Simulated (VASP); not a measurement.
# Mg2SnO3 (R-3m) in VASP: a series of runs, part 2 of 2

VASP 6.6.1.

## (4) Relaxation of cell and atoms, PBE

This run uses another cell than the first one, of 12.18 Å³/atom.

The input, INCAR:

```
SYSTEM = Mg2SnO3
PREC = Accurate
ENCUT = 600
EDIFF = 1E-6
ISMEAR = 0
SIGMA = 0.1
LREAL = .False.
LASPH = .True.
NELM = 100
ALGO = Normal
ISIF = 3
LWAVE = .False.
LCHARG = .False.
GGA = PE
IBRION = 2
NSW = 90
EDIFFG = -0.04
```

The input, KPOINTS:

```
Automatic mesh
0
Gamma
  6 6 6
  0 0 0
```

The input, POSCAR:

```
Mg2SnO3
1.0
    1.6223907400      0.9366877300      8.0176398200
   -1.6223907400      0.9366877300      8.0176398200
    0.0000000000     -1.8733754600      8.0176398200
Mg Sn O
2 1 3
Direct
    0.3901864100      0.3901864100      0.3901864100
    0.6098135900      0.6098135900      0.6098135900
    0.5000000000      0.5000000000      0.5000000000
    0.0000000000      0.0000000000      0.0000000000
    0.7803728200      0.7803728200      0.7803728200
    0.2196271800      0.2196271800      0.2196271800
```

Potentials or basis: VASP PAW PBE potentials, release 64 (Mg, Sn_d, O).

Launch:

```
$ cat potpaw_PBE.64/Mg/POTCAR potpaw_PBE.64/Sn_d/POTCAR potpaw_PBE.64/O/POTCAR > POTCAR
$ mpirun -np 1 vasp_std > vasp.out
```

OUTCAR:

```text
SYSTEM = Mg2SnO3
   PREC = Accurate
   ENCUT = 600
   EDIFF = 1E-6
   ISMEAR = 0
   LREAL = .False.
   LASPH = .True.
   NELM = 100
   ISIF = 3
   GGA = PE
   IBRION = 2
   NSW = 90
   EDIFFG = -0.04

 ion  position               nearest neighbor table
   1  0.390  0.390  0.390-   4 2.32   5 2.32   4 2.32   4 2.32   5 2.32   5 2.32   3 2.64   2 3.32
                             2 3.32   2 3.32
   2  0.610  0.610  0.610-   6 2.32   4 2.32   6 2.32   6 2.32   4 2.32   4 2.32   3 2.64   1 3.32
                             1 3.32   1 3.32
   3  0.500  0.500  0.500-   6 2.27   5 2.27   6 2.27   6 2.27   5 2.27   5 2.27   2 2.64   1 2.64

   4  0.000  0.000  0.000-   2 2.32   1 2.32   2 2.32   2 2.32   1 2.32   1 2.32
   5  0.780  0.780  0.780-   3 2.27   3 2.27   3 2.27   1 2.32   1 2.32   1 2.32
   6  0.220  0.220  0.220-   3 2.27   3 2.27   3 2.27   2 2.32   2 2.32   2 2.32

  LATTYP: Found a trigonal (rhomboedric) cell.
 ALAT       =     8.2335948346
 COS(alpha) =     0.9223463402

  Lattice vectors:

 A1 = (   1.6223907400,   0.9366877300,   8.0176398200)
 A2 = (  -1.6223907400,   0.9366877300,   8.0176398200)
 A3 = (   0.0000000000,  -1.8733754600,   8.0176398200)

[... 184 lines left out ...]
  energy without entropy =      -30.62493078  energy(sigma->0) =      -30.62713778

------------------------ aborting loop because EDIFF is reached ----------------------------------------

  FORCE on cell =-STRESS in cart. coord.  units (eV):
  Direction    XX          YY          ZZ          XY          YZ          ZX
  --------------------------------------------------------------------------------------
  -------------------------------------------------------------------------------------
  Total        4.3490483      4.3490483      7.8642036      0.0000000      0.0000000      0.0000000
  in kB       95.3140084     95.3140083    172.3523649      0.0000000      0.0000000      0.0000000
  external PRESSURE =     120.9934606 kB  Pullay stress =       0.0000000 kB
[... 267 lines left out ...]
--------------------------------------- Ionic step        8  -------------------------------------------

 number of electron      36.0000004 magnetization

 Free energy of the ion-electron system (eV)
  ---------------------------------------------------
  ext. energy  EPLUGINS =         0.00000000
  ---------------------------------------------------
  free energy    TOTEN  =       -33.28261149 eV

  energy without entropy =      -33.28261114  energy(sigma->0) =      -33.28261131

 E-fermi :   5.7003     XC(G=0): -10.9533

 val. band max:        5.4283134418   @ k =   0.5000   0.5000   0.5000
 cond. band min:       5.9899234066   @ k =   0.5000   0.0000   0.0000
 fundamental gap:      0.5616099649
 Fermi energy:         5.7002813423

 k-point     1 :       0.0000    0.0000    0.0000
  band No.  band energies     occupation
      1     -15.7854      2.00000
      2     -15.7854      2.00000
      3     -15.7696      2.00000
      4     -15.5207      2.00000
      5     -15.5207      2.00000
      6     -12.3885      2.00000
[... 589 lines left out ...]
     21      11.3038      0.00000
     22      13.6623      0.00000

 [... further k-points ...]
[... 5 lines left out ...]
  --------------------------------------------------------------------------------------
  -------------------------------------------------------------------------------------
  Total       -0.0116035     -0.0116035      0.1008214      0.0000000      0.0000000     -0.0000000
  in kB       -0.2638109     -0.2638109      2.2922178      0.0000000      0.0000000     -0.0000000
  external PRESSURE =       0.5881986 kB  Pullay stress =       0.0000000 kB
[... 21 lines left out ...]
  FREE ENERGIE OF THE ION-ELECTRON SYSTEM (eV)
  ---------------------------------------------------
  free  energy   TOTEN  =       -33.2826114897 eV

  energy  without entropy=      -33.2826111362  energy(sigma->0) =      -33.28261131

 reached required accuracy - stopping structural energy minimisation
```

OSZICAR:

```text
N       E                     dE             d eps       ncg     rms          rms(c)
DAV:   1     0.362619789054E+03    0.36262E+03   -0.19101E+04  1440   0.223E+03
DAV:   2     0.155733113494E+02   -0.34705E+03   -0.33526E+03  1632   0.548E+02
DAV:   3    -0.336168977103E+02   -0.49190E+02   -0.48395E+02  1716   0.166E+02
DAV:   4    -0.356479448566E+02   -0.20310E+01   -0.19797E+01  1720   0.357E+01
[... 81 lines left out ...]
DAV:   3    -0.332831271846E+02    0.19689E-02   -0.34405E-03  1750   0.942E-01    0.133E-01
DAV:   4    -0.332826490035E+02    0.47818E-03   -0.11513E-03  1970   0.445E-01    0.250E-02
DAV:   5    -0.332826221976E+02    0.26806E-04   -0.93360E-05  1774   0.953E-02    0.126E-02
DAV:   6    -0.332826119093E+02    0.10288E-04   -0.23026E-05  1990   0.559E-02    0.586E-03
DAV:   7    -0.332826114897E+02    0.41957E-06   -0.34840E-06  1506   0.197E-02
   8 F= -.33282611E+02 E0= -.33282611E+02  d E =-.182729E-01
```

CONTCAR:

```text
Mg2SnO3
   1.00000000000000
     1.5575143129703806    0.8992313074555652    8.3859579077581294
    -1.5575143129703806    0.8992313074555652    8.3859579077581294
    -0.0000000000000000   -1.7984626149111305    8.3859579077581294
  Mg              Sn              O
     2     1     3
Direct
     0.3814152526361180    0.3814152526361180    0.3814152526361180
     0.6185847473638820    0.6185847473638820    0.6185847473638820
     0.5000000000000000    0.5000000000000000    0.5000000000000000
     0.0000000000000000    0.0000000000000000    0.0000000000000000
     0.7614954767325910    0.7614954767325910    0.7614954767325910
     0.2385045232674090    0.2385045232674090    0.2385045232674090

  0.00000000E+00  0.00000000E+00  0.00000000E+00
  0.00000000E+00  0.00000000E+00  0.00000000E+00
  0.00000000E+00  0.00000000E+00  0.00000000E+00
  0.00000000E+00  0.00000000E+00  0.00000000E+00
  0.00000000E+00  0.00000000E+00  0.00000000E+00
  0.00000000E+00  0.00000000E+00  0.00000000E+00
```

Run time: 28 min. Hardware: 1 thread of AMD EPYC 9R45 (Zen 5), shared host; peak memory 0.78 GiB.

What came out:

```
Free energy                           : -33.2826 eV
Relaxed volume                        : 11.75 Å³/atom
Relaxed cell                          : a = 8.577 Å, b = 8.577 Å, c = 8.577 Å, α = 20.93°, β = 20.93°, γ = 20.93°
Space group after relaxing (to 0.1 Å) : R-3m (No. 166)
Energy gained by relaxing             : 442.2 meV/atom
Ionic steps                           : 8
Pressure after relaxing               : 0.1 GPa
Largest force after relaxing          : 0.032 eV/Å
Band gap on the k mesh                : 0.56 eV (least direct gap 0.69 eV)
```

Forces on the atoms (eV/Å):
```
Mg   0.000  0.000 -0.014
Mg   0.000  0.000  0.014
Sn   0.000  0.000  0.000
O    0.000  0.000  0.000
O    0.000  0.000  0.032
O    0.000  0.000 -0.032
```

Stress tensor (GPa, compression positive):
```
-0.03  0.00  0.00
 0.00 -0.03  0.00
 0.00  0.00  0.23
```

Step by step:
```csv
step,energy change (eV),largest force (eV/Å),pressure (GPa),volume (Å³)
1,0.0000,4.1144,12.10,73.11
2,-1.4624,1.7146,-9.92,83.26
3,-1.4730,1.5456,-10.99,84.08
4,-2.3877,0.6842,-7.60,76.90
5,-2.6344,0.1911,-2.72,72.01
6,-2.6350,0.2413,-2.35,71.76
7,-2.6503,0.0595,1.06,69.97
8,-2.6533,0.0319,0.06,70.47
```

Final structure:
```xyz
6
Lattice="1.5575 0.8992 8.3860 -1.5575 0.8992 8.3860 0.0000 -1.7985 8.3860" Properties=species:S:1:pos:R:3 pbc="T T T"
Mg    0.0000    0.0000    9.5956
Mg    0.0000    0.0000   15.5623
Sn    0.0000    0.0000   12.5789
O     0.0000    0.0000    0.0000
O     0.0000    0.0000   19.1576
O     0.0000    0.0000    6.0003
```

Caveat: spin-orbit coupling is left out, which moves the levels of the heavy elements.

## (5) Single point, PBE

The input, INCAR:

```
SYSTEM = Mg2SnO3
ALGO = Normal
EDIFF = 1E-7
ENCUT = 520
GGA = PE
ISIF = 2
ISMEAR = 0
LASPH = .TRUE.
LCHARG = .FALSE.
LREAL = .FALSE.
LWAVE = .FALSE.
NBANDS = 27
NELM = 100
PREC = Accurate
SIGMA = 0.02
```

The input, KPOINTS:

```
k-points
0
G
  12 12 12
  0 0 0
```

The input, POSCAR:

```
Mg2SnO3
1.0
    1.5601542539      0.9007554784      8.4019066619
   -1.5601542539      0.9007554784      8.4019066619
    0.0000000000     -1.8015109569      8.4019066619
Mg Sn O
2 1 3
Direct
    0.3814831115      0.3814831115      0.3814831115
    0.6185168885      0.6185168885      0.6185168885
    0.5000000000      0.5000000000      0.5000000000
    0.0000000000      0.0000000000      0.0000000000
    0.7617465645      0.7617465645      0.7617465645
    0.2382534355      0.2382534355      0.2382534355
```

Potentials or basis: VASP PAW PBE potentials, release 64 (Mg, Sn_d, O).

Launch:

```
$ cat potpaw_PBE.64/Mg/POTCAR potpaw_PBE.64/Sn_d/POTCAR potpaw_PBE.64/O/POTCAR > POTCAR
$ mpirun -np 1 vasp_std > vasp.out
```

OUTCAR:

```text
SYSTEM = Mg2SnO3
   EDIFF = 1E-7
   ENCUT = 520
   GGA = PE
   ISIF = 2
   ISMEAR = 0
   LASPH = .TRUE.
   LREAL = .FALSE.
   NELM = 100
   PREC = Accurate

 ion  position               nearest neighbor table
   1  0.381  0.381  0.381-   5 2.16   5 2.16   5 2.16   4 2.17   4 2.17   4 2.17   3 2.99   2 3.02
                             2 3.02   2 3.02
   2  0.619  0.619  0.619-   6 2.16   6 2.16   6 2.16   4 2.17   4 2.17   4 2.17   3 2.99   1 3.02
                             1 3.02   1 3.02
   3  0.500  0.500  0.500-   6 2.55   5 2.55   6 2.55   6 2.55   5 2.55   5 2.55   2 2.99   1 2.99

   4  0.000  0.000  0.000-   2 2.17   1 2.17   2 2.17   2 2.17   1 2.17   1 2.17
   5  0.762  0.762  0.762-   1 2.16   1 2.16   1 2.16   3 2.55   3 2.55   3 2.55
[... 929 lines left out ...]
  Total       -0.1922430     -0.1922430     -0.1533778      0.0000000      0.0000000      0.0000000
  in kB       -4.3476798     -4.3476798     -3.4687212      0.0000000      0.0000000      0.0000000
  external PRESSURE =      -4.0546936 kB  Pullay stress =       0.0000000 kB

 VOLUME and BASIS-vectors are now :
 -----------------------------------------------------------------------------
  energy-cutoff  :      520.00
  volume of cell :       70.84
      direct lattice vectors                 reciprocal lattice vectors
     1.560154254  0.900755478  8.401906662     0.320481131  0.185029867  0.039673534
    -1.560154254  0.900755478  8.401906662    -0.320481131  0.185029867  0.039673534
     0.000000000 -1.801510957  8.401906662     0.000000000 -0.370059735  0.039673534

 POSITION                                       TOTAL-FORCE (eV/Angst)
 -----------------------------------------------------------------------------------
      0.00000     -0.00000      9.61556         0.000000      0.000000     -0.003268
      0.00000     -0.00000     15.59016         0.000000     -0.000000      0.003268
      0.00000     -0.00000     12.60286         0.000000      0.000000     -0.000000
      0.00000      0.00000      0.00000         0.000000     -0.000000     -0.000000
      0.00000     -0.00000     19.20037         0.000000      0.000000     -0.031919
      0.00000     -0.00000      6.00535         0.000000     -0.000000      0.031919
 -----------------------------------------------------------------------------------
    total drift:                                0.000000      0.000000      0.000000

  FREE ENERGIE OF THE ION-ELECTRON SYSTEM (eV)
  ---------------------------------------------------
  free  energy   TOTEN  =       -33.2722473662 eV

  energy  without entropy=      -33.2722473662  energy(sigma->0) =      -33.27224737
```

OSZICAR:

```text
N       E                     dE             d eps       ncg     rms          rms(c)
DAV:   1     0.326403004906E+03    0.32640E+03   -0.17091E+04 10820   0.167E+03
DAV:   2     0.461945460055E+01   -0.32178E+03   -0.29895E+03 11394   0.457E+02
DAV:   3    -0.375709000199E+02   -0.42190E+02   -0.41379E+02 11824   0.137E+02
DAV:   4    -0.389758916643E+02   -0.14050E+01   -0.13996E+01 12439   0.269E+01
DAV:   5    -0.389993895030E+02   -0.23498E-01   -0.23492E-01 11977   0.380E+00    0.133E+01
DAV:   6    -0.334344954032E+02    0.55649E+01   -0.19134E+01 15101   0.463E+01    0.549E+00
DAV:   7    -0.333181948417E+02    0.11630E+00   -0.14194E+00 10705   0.711E+00    0.258E+00
DAV:   8    -0.332736628910E+02    0.44532E-01   -0.16921E-01 13481   0.315E+00    0.840E-01
DAV:   9    -0.332720117520E+02    0.16511E-02   -0.21754E-02 14542   0.130E+00    0.180E-01
DAV:  10    -0.332722580689E+02   -0.24632E-03   -0.61042E-03 13686   0.628E-01    0.124E-01
DAV:  11    -0.332722351094E+02    0.22959E-04   -0.60935E-04 12491   0.197E-01    0.497E-02
DAV:  12    -0.332722496285E+02   -0.14519E-04   -0.25962E-04 12654   0.118E-01    0.287E-02
DAV:  13    -0.332722463801E+02    0.32484E-05   -0.30390E-05 13478   0.584E-02    0.759E-03
DAV:  14    -0.332722473613E+02   -0.98113E-06   -0.12557E-05 12247   0.249E-02    0.337E-03
DAV:  15    -0.332722473662E+02   -0.49467E-08   -0.49273E-07 10983   0.507E-03
   1 F= -.33272247E+02 E0= -.33272247E+02  d E =-.891715E-40
```

Run time: 20 min. Hardware: 1 thread of AMD EPYC 9R45 (Zen 5), shared host; peak memory 0.74 GiB.

What came out:

* Free energy: -33.2722 eV
* Pressure: -0.4 GPa
* Largest force: 0.032 eV/Å
* Band gap on the k mesh: 0.60 eV (least direct gap 0.72 eV)

Forces in eV/Å, atoms in the order of the input:
```
Mg   0.000  0.000 -0.003
Mg   0.000  0.000  0.003
Sn   0.000  0.000  0.000
O    0.000  0.000  0.000
O    0.000  0.000 -0.032
O    0.000  0.000  0.032
```

Caveat: spin-orbit coupling is left out, which moves the levels of the heavy elements. A k mesh can miss the band edges.

## (6) Overview

| task | cell | k mesh | cutoff (eV) | smearing | gap on the mesh (eV) | pressure (GPa) | largest force (eV/Å) |
| --- | --- | --- | --- | --- | --- | --- | --- |
| single point | a = 8.586 Å, angles 21.0°, 6 atoms, atomic positions A | 6 × 6 × 6 | 520 | gaussian 0.1 eV | 0.61 | -0.5 | 0.05 |
| single point | a = 8.234 Å, angles 22.7°, 6 atoms, atomic positions B | 6 × 6 × 6 | 520 | gaussian 0.1 eV | none | 12.2 | 4.12 |
| relaxation of cell and atoms | relaxed from a = 8.234 Å, angles 22.7°, 6 atoms, atomic positions B | 6 × 6 × 6 | 600 | gaussian 0.1 eV | 0.56 | 0.1 | 0.03 |
| single point | a = 8.593 Å, angles 20.9°, 6 atoms, atomic positions A | 12 × 12 × 12 | 520 | gaussian 0.02 eV | 0.60 | -0.4 | 0.03 |

Alike in all rows: level PBE; potentials or basis VASP PAW PBE potentials, release 64 (Mg, Sn_d, O); no spin polarisation.

Caveats: some runs use coarse meshes; spin-orbit coupling is left out, which moves the levels of the heavy elements; forces of over 1 eV/Å act on the atoms, so gaps and moduli don't describe the material at rest (at least some runs).

Total energies depend on the potentials used, so only differences within one code and one set of settings carry meaning.
